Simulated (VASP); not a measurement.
# TePb (I4/mmm) in VASP: further runs

The runs below take TePb through single point, with r2SCAN.

Everything below comes from runs of VASP 6.6.1. Logs are shortened: lines on timing, memory, paths and dates and some standing lists are left out, and cuts for length are marked.

### 1 The cell of the first run

It takes space group I4/mmm (No. 139, tetragonal). The conventional cell has a = 4.450 Å, b = 4.450 Å, c = 6.131 Å, α = 90.00°, β = 90.00°, γ = 90.00°. Te (site symmetry 4/mmm) has 6 Pb at 3.07 to 3.15 Å within 4.0 Å. Within 4.0 Å of Pb (site symmetry 4/mmm) lie 6 Te at 3.07 to 3.15 Å.

### 2 Single point, r2SCAN (strain -0.025 along x and y, -0.050 along z)

The input, POSCAR:

```
TePb
1.0
    0.0000000000      3.1463250000      3.0656500000
    3.1463250000      0.0000000000      3.0656500000
    3.1463250000      3.1463250000      0.0000000000
Te Pb
1 1
Direct
    0.5000000000      0.5000000000      0.5000000000
    0.0000000000      0.0000000000      0.0000000000
```

The input, INCAR.step1:

```
PREC     = Accurate       # precision mode
ENCUT    = 520            # plane-wave cutoff, eV
ISMEAR   = 0              # smearing method
SIGMA    = 0.05           # smearing width, eV
LREAL    = F              # projectors in reciprocal space
LASPH    = T              # aspherical terms in the spheres
NELM     = 60             # most SCF steps
NBANDS   = 17             # bands
GGA      = PE             # functional
ALGO     = Normal         # electronic algorithm
EDIFF    = 1E-4           # SCF threshold, eV
LWAVE    = T              # write WAVECAR
LCHARG   = F              # write CHGCAR
```

The input, INCAR.step2:

```
PREC     = Accurate       # precision mode
ENCUT    = 520            # plane-wave cutoff, eV
EDIFF    = 1E-6           # SCF threshold, eV
ISMEAR   = 0              # smearing method
SIGMA    = 0.05           # smearing width, eV
LREAL    = F              # projectors in reciprocal space
LASPH    = T              # aspherical terms in the spheres
NELM     = 60             # most SCF steps
ALGO     = Normal         # electronic algorithm
ISIF     = 2              # what is computed and relaxed
LWAVE    = F              # write WAVECAR
LCHARG   = F              # write CHGCAR
METAGGA  = R2SCAN         # meta-GGA
LMIXTAU  = T            
NBANDS   = 17             # bands
ISTART   = 1
```

The input, KPOINTS:

```
regular mesh
0
Gamma
  8 8 8
```

Potentials or basis: VASP PAW PBE potentials, release 64 (Te, Pb_d).

On the command line:

```sh
$ cat potpaw_PBE.64/Te/POTCAR potpaw_PBE.64/Pb_d/POTCAR > POTCAR
$ cp INCAR.step1 INCAR
$ mpirun -np 1 vasp_std > vasp.out
$ cp INCAR.step2 INCAR
$ mpirun -np 1 vasp_std > vasp.out
```

OUTCAR:

```text
PREC = Accurate
   ENCUT = 520
   EDIFF = 1E-6
   ISMEAR = 0
   LREAL = F
   LASPH = T
   NELM = 60
   ISIF = 2
   METAGGA = R2SCAN
   ISTART = 1

 ion  position               nearest neighbor table
   1  0.500  0.500  0.500-   2 3.07   2 3.07   2 3.15   2 3.15   2 3.15   2 3.15
   2  0.000  0.000  0.000-   1 3.07   1 3.07   1 3.15   1 3.15   1 3.15   1 3.15

  LATTYP: Found a body centered tetragonal cell.
 ALAT       =     4.4495754866
 C/A-ratio  =     1.3779516762

  Lattice vectors:

 A1 = (   0.0000000000,  -3.1463250000,  -3.0656500000)
 A2 = (   0.0000000000,   3.1463250000,  -3.0656500000)
 A3 = (   3.1463250000,   0.0000000000,   3.0656500000)

Analysis of symmetry for initial positions (statically):
=====================================================================
 Subroutine PRICEL returns:
 Original cell was already a primitive cell.

 Routine SETGRP: Setting up the symmetry group for a
 body centered tetragonal supercell.

 Subroutine GETGRP returns: Found 16 space group operations
 (whereof 16 operations were pure point group operations)
 out of a pool of 16 trial point group operations.

The static configuration has the point symmetry D_4h.

Analysis of symmetry for dynamics (positions and initial velocities):
=====================================================================
 Subroutine PRICEL returns:
 Original cell was already a primitive cell.

 Routine SETGRP: Setting up the symmetry group for a
 body centered tetragonal supercell.

 Subroutine GETGRP returns: Found 16 space group operations
 (whereof 16 operations were pure point group operations)
 out of a pool of 16 trial point group operations.

The dynamic configuration has the point symmetry D_4h.

 Subroutine INISYM returns: Found 16 space group operations
 (whereof 16 operations are pure point group operations),
 and found     1 'primitive' translations

----------------------------------------------------------------------------------------

                                     Primitive cell

  volume of cell :      60.6960

  direct lattice vectors                    reciprocal lattice vectors
     0.000000000  3.146325000  3.065650000    -0.158915560  0.158915560  0.163097549
     3.146325000  0.000000000  3.065650000     0.158915560 -0.158915560  0.163097549
     3.146325000  3.146325000  0.000000000     0.158915560  0.158915560 -0.163097549

  length of vectors
     4.392900059  4.392900059  4.449575487     0.277685291  0.277685291  0.277685291

  position of ions in fractional coordinates (direct lattice)
     0.500000000  0.500000000  0.500000000
     0.000000000  0.000000000  0.000000000

  ion indices of the primitive-cell ions
   primitive index   ion index
                 1           1
                 2           2

----------------------------------------------------------------------------------------

 KPOINTS: regular mesh

Automatic generation of k-mesh.
 Grid dimensions read from file:
 generate k-points for:    8    8    8

 Generating k-lattice:

  Cartesian coordinates                     Fractional coordinates (reciprocal lattice)
    -0.019864445  0.019864445  0.020387194     0.125000000 -0.000000000  0.000000000
     0.019864445 -0.019864445  0.020387194    -0.000000000  0.125000000  0.000000000
     0.019864445  0.019864445 -0.020387194     0.000000000  0.000000000  0.125000000

  Length of vectors
     0.034710661  0.034710661  0.034710661

  Shift w.r.t. Gamma in fractional coordinates (k-lattice)
     0.000000000  0.000000000  0.000000000

 Subroutine IBZKPT returns following result:
 ===========================================

 Found     59 irreducible k-points:

 Following reciprocal coordinates:
            Coordinates               Weight
  0.000000  0.000000  0.000000      1.000000
  0.125000  0.000000  0.000000      8.000000
  0.250000  0.000000  0.000000      8.000000
  0.375000  0.000000  0.000000      8.000000
  0.500000  0.000000  0.000000      4.000000
  0.125000  0.125000  0.000000      2.000000
[... 16 lines left out ...]
  0.250000  0.000000  0.125000     16.000000
  0.375000  0.000000  0.125000     16.000000
 [... further k-points ...]
   k-points           NKPTS =     59   k-points in BZ     NKDIM =     59   number of bands    NBANDS=     17
   number of dos      NEDOS =    301   number of ions     NIONS =      2
   total plane-waves  NPLWV =  46656
   dimension x,y,z NGX =    36 NGY =   36 NGZ =   36
   dimension x,y,z NGXF=    72 NGYF=   72 NGZF=   72
   ions per type =               1   1
   NGX,Y,Z   is equivalent  to a cutoff of  13.62, 13.62, 13.45 a.u.
   NGXF,Y,Z  is equivalent  to a cutoff of  27.25, 27.25, 26.90 a.u.
 SYSTEM =  unknown system
   PREC   = accura    normal or accurate (medium, high low for compatibility)
   ISTART =      1    job   : 0-new  1-cont  2-samecut
   ICHARG =      0    charge: 1-file 2-atom 10-const
   ISPIN  =      1    spin polarized calculation?
   LNONCOLLINEAR =      F non collinear calculations
   LSORBIT =      F    spin-orbit coupling
   LASPH  =      T    aspherical Exc in radial PAW
   ENCUT  =  520.0 eV  38.22 Ry    6.18 a.u.   8.17  8.17  8.27*2*pi/ulx,y,z
   NELM   =     60;   NELMIN=  2; NELMDL=  0     # of ELM steps
   EDIFF  = 0.1E-05   stopping-criterion for ELM
   LREAL  =      F    real-space projection
   EDIFFG = 0.1E-04   stopping-criterion for IOM
   NSW    =      0    number of steps for IOM
   IBRION =     -1    ionic relax: 0-MD 1-quasi-New 2-CG
   NFREE  =      0    steps in history (QN), initial steepest desc. (CG)
   ISIF   =      2    stress and relaxation
   ISYM   =      2    0-nonsym 1-usesym 2-fastsym
   POTIM  = 0.5000    time-step for ionic-motion
   TEBEG  =    0.0;   TEEND  =   0.0 temperature during run
   PSTRESS=    0.0 pullay stress
   NELECT =      20.0000    total number of electrons
   NUPDOWN=      -1.0000    fix difference up-down
   EMIN   =  10.00;   EMAX   =-10.00  energy-range for DOS
   EFERMI =   0.00;   METHOD = LEGACY
   ISMEAR =     0;   SIGMA  =   0.05  broadening in eV -4-tet -1-fermi 0-gaus
   EFERMI_NEDOS =   21; number of points for ismear=-14 and -15
   IALGO  =     38    algorithm
   IMIX   =      4    mixing-type and parameters
     AMIX     =   0.40;   BMIX     =  1.00
     AMIX_MAG =   1.60;   BMIX_MAG =  1.00
  volume/ion in A,a.u.               =      30.35       204.80
  Fermi-wavevector in a.u.,A,eV,Ry     =   1.130746  2.136799 17.396214  1.278586
  Thomas-Fermi vector in A             =   2.267443
   LORBIT       =      0    0 simple, 1 ext, 2 COOP (PROOUT), +10 PAW based schemes
   METAGGA = R2SCAN    functional components
   LHFCALC =     F    Hartree Fock is set to
   AEXX    =    0.0000 exact exchange contribution
   IVDW    =     0    specifies the selected vdW correction
   LEPSILON=     F    determine dielectric tensor
   LRPA    =     F    only Hartree local field effects (RPA)
 non-spin polarized calculation
 Gauss-broadening in eV      SIGMA  =   0.05
  energy-cutoff  :      520.00
  volume of cell :       60.70
 maximum number of plane-waves:      1655
 NGX is ok and might be reduce to    36
   NGX = 17   NGY = 17   NGZ = 17

 number of electron      20.0000002 magnetization

 Free energy of the ion-electron system (eV)
  ---------------------------------------------------
  ext. energy  EPLUGINS =         0.00000000
  ---------------------------------------------------
  free energy    TOTEN  =       -82.48661314 eV

  energy without entropy =      -82.48661314  energy(sigma->0) =      -82.48661314

 E-fermi :   7.3829     XC(G=0): -10.3368

 val. band max:        7.0805879565   @ k =   0.5000   0.0000   0.0000
 cond. band min:       7.7564024942   @ k =   0.5000   0.0000   0.0000
 fundamental gap:      0.6758145377
 Fermi energy:         7.3828563267

 k-point     1 :       0.0000    0.0000    0.0000
  band No.  band energies     occupation
      1     -10.6175      2.00000
      2     -10.6139      2.00000
      3     -10.5934      2.00000
      4     -10.5902      2.00000
      5     -10.5902      2.00000
      6      -6.5315      2.00000
[... 9 lines left out ...]
     16      12.9961      0.00000
     17      14.4154      0.00000

 k-point     2 :       0.1250    0.0000    0.0000
  band No.  band energies     occupation
      1     -10.6204      2.00000
      2     -10.6180      2.00000
      3     -10.5921      2.00000
      4     -10.5881      2.00000
      5     -10.5868      2.00000
      6      -6.3693      2.00000
[... 9 lines left out ...]
     16      13.2623      0.00000
     17      15.6936      0.00000

 k-point     3 :       0.2500    0.0000    0.0000
  band No.  band energies     occupation
      1     -10.6288      2.00000
      2     -10.6288      2.00000
      3     -10.5909      2.00000
      4     -10.5800      2.00000
      5     -10.5771      2.00000
      6      -5.8977      2.00000
[... 9 lines left out ...]
     16      14.1089      0.00000
     17      18.0340      0.00000

 k-point     4 :       0.3750    0.0000    0.0000
  band No.  band energies     occupation
      1     -10.6401      2.00000
      2     -10.6381      2.00000
      3     -10.5904      2.00000
      4     -10.5709      2.00000
      5     -10.5666      2.00000
      6      -5.1991      2.00000
[... 9 lines left out ...]
     16      15.4888      0.00000
     17      18.7470      0.00000

 k-point     5 :       0.5000    0.0000    0.0000
  band No.  band energies     occupation
      1     -10.6448      2.00000
      2     -10.6420      2.00000
      3     -10.5903      2.00000
      4     -10.5671      2.00000
      5     -10.5621      2.00000
      6      -4.7140      2.00000
[... 9 lines left out ...]
     16      16.7089      0.00000
     17      17.0153      0.00000

 k-point     6 :       0.1250    0.1250    0.0000
  band No.  band energies     occupation
      1     -10.6254      2.00000
      2     -10.6146      2.00000
      3     -10.5959      2.00000
      4     -10.5846      2.00000
      5     -10.5846      2.00000
      6      -6.3039      2.00000
[... 9 lines left out ...]
     16      13.8392      0.00000
     17      15.3736      0.00000
[... 281 lines left out ...]
 k-point    21 :       0.5000    0.5000    0.0000
  band No.  band energies     occupation
      1     -10.7424      2.00000
      2     -10.6106      2.00000
      3     -10.5979      2.00000
      4     -10.5473      2.00000
      5     -10.5473      2.00000
      6      -4.1398      2.00000
[... 9 lines left out ...]
     16      18.7072      0.00000
     17      19.0180      0.00000

 k-point    22 :       0.1250    0.0000    0.1250
  band No.  band energies     occupation
      1     -10.6291      2.00000
      2     -10.6124      2.00000
      3     -10.5925      2.00000
      4     -10.5887      2.00000
      5     -10.5842      2.00000
      6      -6.3193      2.00000
[... 9 lines left out ...]
     16      13.8947      0.00000
     17      15.3815      0.00000

 k-point    23 :       0.2500    0.0000    0.1250
  band No.  band energies     occupation
      1     -10.6428      2.00000
      2     -10.6154      2.00000
      3     -10.5925      2.00000
      4     -10.5824      2.00000
      5     -10.5762      2.00000
      6      -5.9544      2.00000
[... 9 lines left out ...]
     16      14.7381      0.00000
     17      16.5562      0.00000

 k-point    24 :       0.3750    0.0000    0.1250
  band No.  band energies     occupation
      1     -10.6536      2.00000
      2     -10.6261      2.00000
      3     -10.5896      2.00000
      4     -10.5755      2.00000
      5     -10.5669      2.00000
      6      -5.3288      2.00000
[... 9 lines left out ...]
     16      15.9832      0.00000
     17      18.2214      0.00000

 [... further k-points ...]
[... 5 lines left out ...]
  --------------------------------------------------------------------------------------
  -------------------------------------------------------------------------------------
  Total        2.4251618      2.4251618      4.4328662      0.0000000      0.0000000      0.0000000
  in kB       64.0164477     64.0164477    117.0133683      0.0000000      0.0000000      0.0000000
  external PRESSURE =      81.6820879 kB  Pullay stress =       0.0000000 kB

 VOLUME and BASIS-vectors are now :
 -----------------------------------------------------------------------------
  energy-cutoff  :      520.00
  volume of cell :       60.70
      direct lattice vectors                 reciprocal lattice vectors
     0.000000000  3.146325000  3.065650000    -0.158915560  0.158915560  0.163097549
     3.146325000  0.000000000  3.065650000     0.158915560 -0.158915560  0.163097549
     3.146325000  3.146325000  0.000000000     0.158915560  0.158915560 -0.163097549

 POSITION                                       TOTAL-FORCE (eV/Angst)
 -----------------------------------------------------------------------------------
      3.14633      3.14633      3.06565         0.000000      0.000000     -0.000000
      0.00000      0.00000      0.00000         0.000000      0.000000      0.000000
 -----------------------------------------------------------------------------------
    total drift:                               -0.000000      0.000000      0.000000

  FREE ENERGIE OF THE ION-ELECTRON SYSTEM (eV)
  ---------------------------------------------------
  free  energy   TOTEN  =       -82.4866131430 eV

  energy  without entropy=      -82.4866131430  energy(sigma->0) =      -82.48661314
```

Run time: 3.1 min. Hardware: 1 thread of Intel Xeon Platinum 8259CL at 2.50GHz (Skylake/Cascade Lake), shared host; peak memory 0.25 GiB.

What came out:

```yaml
Free_energy: -82.4866 eV
Pressure: 8.2 GPa
Band_gap_on_the_k_mesh: 0.68 eV, direct
```

Caveat: the cell differs from its parent crystal (strain -0.025 along x and y, -0.050 along z); the PAW data sets were made with another functional, which shifts forces and pressure a little; spin-orbit coupling is left out, which moves the levels of the heavy elements. A k mesh can miss the band edges.

### 3 Single point, r2SCAN (strain -0.025 along x and y, +0.000 along z)

The input, POSCAR:

```
TePb
1.0
    0.0000000000      3.1463250000      3.2270000000
    3.1463250000      0.0000000000      3.2270000000
    3.1463250000      3.1463250000      0.0000000000
Te Pb
1 1
Direct
    0.5000000000      0.5000000000      0.5000000000
    0.0000000000      0.0000000000      0.0000000000
```

INCAR.step1: that of step 2 with these lines changed.

```diff
@@ -6,3 +6,3 @@
 LASPH    = T              # aspherical terms in the spheres
-NELM     = 60             # most SCF steps
+NELM     = 100            # most SCF steps
 NBANDS   = 17             # bands
```

INCAR.step2: that of step 2 with these lines changed.

```diff
@@ -7,3 +7,3 @@
 LASPH    = T              # aspherical terms in the spheres
-NELM     = 60             # most SCF steps
+NELM     = 100            # most SCF steps
 ALGO     = Normal         # electronic algorithm
```

The input, KPOINTS:

```
Automatic mesh
0
Gamma
  8 8 8
```

Potentials or basis: VASP PAW PBE potentials, release 64 (Te, Pb_d).

On the command line:

```sh
$ cat potpaw_PBE.64/Te/POTCAR potpaw_PBE.64/Pb_d/POTCAR > POTCAR
$ cp INCAR.step1 INCAR
$ mpirun -np 1 vasp_std > vasp.out
$ cp INCAR.step2 INCAR
$ mpirun -np 1 vasp_std > vasp.out
```

It took 2.9 min on 1 thread of Intel Xeon Platinum 8259CL at 2.50GHz (Skylake/Cascade Lake), shared host; peak memory 0.25 GiB.

Results (log left out):

```yaml
Free_energy: -82.6151 eV
Pressure: 4.6 GPa
Band_gap_on_the_k_mesh: 0.83 eV, direct
```

Stress tensor (GPa, compression positive):
```
5.91 0.00 0.00
0.00 5.91 0.00
0.00 0.00 2.06
```

Levels at points of the mesh, in eV from the valence-band top:
```csv
k point,band 8,band 9,band 10,band 11,band 12,band 13
"(0.00, 0.00, 0.00)",-1.87,-1.87,-1.61,3.94,4.57,4.57
"(0.50, 0.00, 0.00)",-1.31,-1.21,0.00,0.83,1.19,1.26
"(0.50, 0.50, 0.00)",-5.17,-3.33,-3.33,3.35,6.06,6.06
"(0.50, 0.00, 0.50)",-5.23,-3.53,-3.25,3.26,5.60,6.30
```

Caveat: the cell differs from its parent crystal (strain -0.025 along x and y, +0.000 along z); the PAW data sets were made with another functional, which shifts forces and pressure a little; spin-orbit coupling is left out, which moves the levels of the heavy elements.
